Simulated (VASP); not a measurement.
# Na (Pm-3m) in VASP: a series of runs, part 2 of 2

VASP 6.6.1.

### Step 3. Single point, LDA

This run uses another cell than the first one, of 17.50 Å³/atom, 1.135 times its volume.

INCAR

```
PREC = Accurate
ENCUT = 500
EDIFF = 1E-6
ISMEAR = 1
SIGMA = 0.1
LREAL = F
LASPH = T
NELM = 120
ALGO = Normal
ISIF = 2
LWAVE = F
LCHARG = F
NBANDS = 10
GGA_COMPAT = F
```

KPOINTS

```
Automatic mesh
0
Gamma
  6 6 6
```

POSCAR

```
Na
1.0
    2.5962237452      0.0000000000      0.0000000000
    0.0000000000      2.5962237452      0.0000000000
    0.0000000000      0.0000000000      2.5962237452
Na
1
Direct
    0.0000000000      0.0000000000      0.0000000000
```

Potentials or basis: VASP PAW LDA potentials, release 64 (Na_pv).

Started as:

```
$ cat potpaw_LDA.64/Na_pv/POTCAR > POTCAR
$ mpirun -np 1 vasp_std > vasp.out
```

It took 2.1 s on 1 thread of Intel Xeon Platinum 8488C (Sapphire Rapids), shared host; peak memory 0.11 GiB.

The run converged. Its results:

| Property | Result |
| --- | --- |
| Free energy | -0.6678 eV |
| Pressure | 19.8 GPa |

Levels at points of the mesh, in eV from the Fermi level:
| k point | band 1 | band 2 | band 3 | band 4 | band 5 | band 6 | band 7 | band 8 |
| --- | --- | --- | --- | --- | --- | --- | --- | --- |
| (0.00, 0.00, 0.00) | -25.43 | -25.43 | -25.43 | -5.42 | 11.77 | 11.77 | 16.20 | 16.20 |
| (0.50, 0.00, 0.00) | -25.97 | -25.38 | -25.38 | -0.43 | 0.86 | 15.53 | 18.06 | 18.06 |
| (0.50, 0.50, 0.00) | -25.87 | -25.87 | -25.34 | 3.26 | 5.09 | 5.09 | 8.11 | 21.91 |
| (0.50, 0.50, 0.50) | -25.78 | -25.78 | -25.78 | 7.79 | 7.79 | 7.79 | 10.04 | 10.97 |

Caveat: the k points lie up to 0.40 Å⁻¹ apart.

### Step 4. Single point, LDA

This run uses another cell than the first one, of 21.30 Å³/atom, 1.381 times its volume.

INCAR

```
ALGO = Normal
EDIFF = 1E-6
ENCUT = 500
GGA_COMPAT = False
ISIF = 2
ISMEAR = 1
LASPH = True
LCHARG = False
LREAL = False
LWAVE = False
NBANDS = 10
NELM = 120
PREC = Accurate
SIGMA = 0.1
```

KPOINTS

```
k-points
0
Gamma
  6 6 6
```

POSCAR

```
Na
1.0
    2.7720833179      0.0000000000      0.0000000000
    0.0000000000      2.7720833179      0.0000000000
    0.0000000000      0.0000000000      2.7720833179
Na
1
Direct
    0.0000000000      0.0000000000      0.0000000000
```

Started as:

```
$ cat potpaw_LDA.64/Na_pv/POTCAR > POTCAR
$ mpirun -np 1 vasp_std > vasp.out
```

It took 2.6 s on 1 thread of Intel Xeon Platinum 8488C (Sapphire Rapids), shared host; peak memory 0.11 GiB.

Results (log left out):

- Free energy: -1.0111 eV
- Pressure: 9.9 GPa

Levels at points of the mesh, in eV from the Fermi level:
```
           k point  band 1  band 2  band 3  band 4  band 5  band 6
(0.00, 0.00, 0.00)  -25.25  -25.25  -25.25   -4.83   10.82   10.82
(0.50, 0.00, 0.00)  -25.57  -25.22  -25.22   -0.35    0.57   14.13
(0.50, 0.50, 0.00)  -25.51  -25.51  -25.20    3.34    4.38    4.38
(0.50, 0.50, 0.50)  -25.47  -25.47  -25.47    7.32    7.32    7.32
```

Caveat: the k points lie up to 0.38 Å⁻¹ apart.

### Step 5. Single point, LDA

This run uses another cell than the first one, of 35.80 Å³/atom, 2.321 times its volume.

INCAR

```
SYSTEM = Na
  ALGO = Normal
  EDIFF = 1E-6
  ENCUT = 500
  GGA = CA
  GGA_COMPAT = .FALSE.
  ISIF = 2
  ISMEAR = 1
  LASPH = .TRUE.
  LCHARG = .TRUE.
  LELF = .TRUE.
  LREAL = .FALSE.
  LVHAR = .TRUE.
  LWAVE = .FALSE.
  NBANDS = 10
  NELM = 120
  PREC = Accurate
  SIGMA = 0.1
```

KPOINTS

```
k-points
0
G
  6 6 6
  0 0 0
```

POSCAR

```
Na
1.0
    3.2956966138      0.0000000000      0.0000000000
    0.0000000000      3.2956966138      0.0000000000
    0.0000000000      0.0000000000      3.2956966138
Na
1
Direct
    0.0000000000      0.0000000000      0.0000000000
```

Potentials or basis: VASP PAW LDA potentials, release 64 (Na_pv).

Started as:

```
$ cat potpaw_LDA.64/Na_pv/POTCAR > POTCAR
$ mpirun -np 1 vasp_std > vasp.out
```

OUTCAR:

```text
SYSTEM = Na
   EDIFF = 1E-6
   ENCUT = 500
   GGA = CA
   ISIF = 2
   ISMEAR = 1
   LASPH = .TRUE.
   LREAL = .FALSE.
   NELM = 120
   PREC = Accurate

 ion  position               nearest neighbor table
   1  0.000  0.000  0.000-

  LATTYP: Found a simple cubic cell.
 ALAT       =     3.2956966138

  Lattice vectors:

 A1 = (   3.2956966138,   0.0000000000,   0.0000000000)
[... 432 lines left out ...]
      7       6.5801      0.00000
      8       6.5801      0.00000
      9       6.5801      0.00000
     10       7.8358      0.00000

------------------------ aborting loop because EDIFF is reached ----------------------------------------

  FORCE on cell =-STRESS in cart. coord.  units (eV):
  Direction    XX          YY          ZZ          XY          YZ          ZX
  --------------------------------------------------------------------------------------
  -------------------------------------------------------------------------------------
  Total       -0.0129774     -0.0129774     -0.0129774      0.0000000      0.0000000      0.0000000
  in kB       -0.5808403     -0.5808403     -0.5808403      0.0000000      0.0000000      0.0000000
  external PRESSURE =      -0.5808403 kB  Pullay stress =       0.0000000 kB

 VOLUME and BASIS-vectors are now :
 -----------------------------------------------------------------------------
  energy-cutoff  :      500.00
  volume of cell :       35.80
      direct lattice vectors                 reciprocal lattice vectors
     3.295696614  0.000000000  0.000000000     0.303425988  0.000000000  0.000000000
     0.000000000  3.295696614  0.000000000     0.000000000  0.303425988  0.000000000
     0.000000000  0.000000000  3.295696614     0.000000000  0.000000000  0.303425988

 POSITION                                       TOTAL-FORCE (eV/Angst)
 -----------------------------------------------------------------------------------
      0.00000      0.00000      0.00000         0.000000      0.000000      0.000000
 -----------------------------------------------------------------------------------
    total drift:                               -0.000000     -0.000000      0.000000

  FREE ENERGIE OF THE ION-ELECTRON SYSTEM (eV)
  ---------------------------------------------------
  free  energy   TOTEN  =        -1.3107825024 eV

  energy  without entropy=       -1.3077430211  energy(sigma->0) =       -1.30976934
```

OSZICAR:

```text
N       E                     dE             d eps       ncg     rms          rms(c)
DAV:   1     0.312096383936E+02    0.31210E+02   -0.36887E+03   400   0.553E+02
DAV:   2    -0.602982697237E+00   -0.31813E+02   -0.31636E+02   406   0.158E+02
DAV:   3    -0.130813852391E+01   -0.70516E+00   -0.70446E+00   472   0.254E+01
DAV:   4    -0.131443659606E+01   -0.62981E-02   -0.62973E-02   480   0.232E+00
DAV:   5    -0.131452410947E+01   -0.87513E-04   -0.87512E-04   458   0.266E-01    0.224E-01
DAV:   6    -0.131229612615E+01    0.22280E-02   -0.10292E-03   518   0.411E-01    0.147E-01
DAV:   7    -0.131080761791E+01    0.14885E-02   -0.16516E-03   450   0.429E-01    0.242E-02
DAV:   8    -0.131078181340E+01    0.25805E-04   -0.13717E-04   456   0.188E-01    0.392E-03
DAV:   9    -0.131078250239E+01   -0.68899E-06   -0.89045E-07   358   0.104E-02
   1 F= -.13107825E+01 E0= -.13097693E+01  d E =-.303948E-02
```

stdout:

```text
POSCAR found type information on POSCAR Na
 POSCAR found :  1 types and       1 ions
 scaLAPACK will be used
 LDA part: xc-table for (Slater(with rela. corr.)+CA(PZ))
 , standard interpolation
 POSCAR, INCAR and KPOINTS ok, starting setup
 FFT: planning ... GRIDC
 FFT: planning ... GRID_SOFT
 FFT: planning ... GRID
 WAVECAR not read
 entering main loop
```

Wall time 3.5 s (1 thread of Intel Xeon Platinum 8488C (Sapphire Rapids), shared host); peak memory 0.12 GiB.

What came out:

- Free energy: -1.3108 eV
- Pressure: -0.1 GPa

### Step 6. The runs side by side

| cell | gap on the mesh (eV) | pressure (GPa) |
| --- | --- | --- |
| a = 2.489 Å, 1 atom | none | 29.8 |
| a = 2.596 Å, 1 atom | none | 19.8 |
| a = 2.772 Å, 1 atom | none | 9.9 |
| a = 3.296 Å, 1 atom | none | -0.1 |

Alike in all rows: task single point; level LDA; potentials or basis VASP PAW LDA potentials, release 64 (Na_pv); no spin polarisation; k mesh 6 × 6 × 6; cutoff (eV) 500; smearing methfessel-paxton 0.1 eV.

Caveats: some runs use coarse meshes.

Absolute energies hang on the potentials; compare differences alone.
